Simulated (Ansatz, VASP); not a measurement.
**Sr in VASP and in Ansatz**

```
Sr
1.0
     6.79398    0.00000    0.00000
    -3.39699    5.88376    0.00000
     0.00000    0.00000    4.07273
Sr
3
Cartesian
  0.0000 0.0000 0.0000
  0.0000 3.9225 2.0364
  3.3970 1.9613 2.0364
```

Alike in both runs: task single point; functional RPBE; k mesh 7 × 7 × 10; occupations fermi-dirac, width 0.1 eV; no spin polarisation.

|  | VASP | Ansatz |
| --- | --- | --- |
| version | VASP 6.6.1 | Ansatz 0.2.0 |
| potentials or method | VASP PAW PBE potentials, release 64 (Sr_sv), cutoff 520 eV | plane waves (420 eV) with PAW, scalar-relativistic |
| valence electrons in the cell | 30 | 30 |

```tsv
	VASP	Ansatz	Ansatz less VASP
pressure (GPa)	1.0	1.0	-0.01
traceless stress, the component that is largest in VASP (GPa)	-0.10	-0.10	+0.003
```

VASP's potentials were made for PBE, not for RPBE.
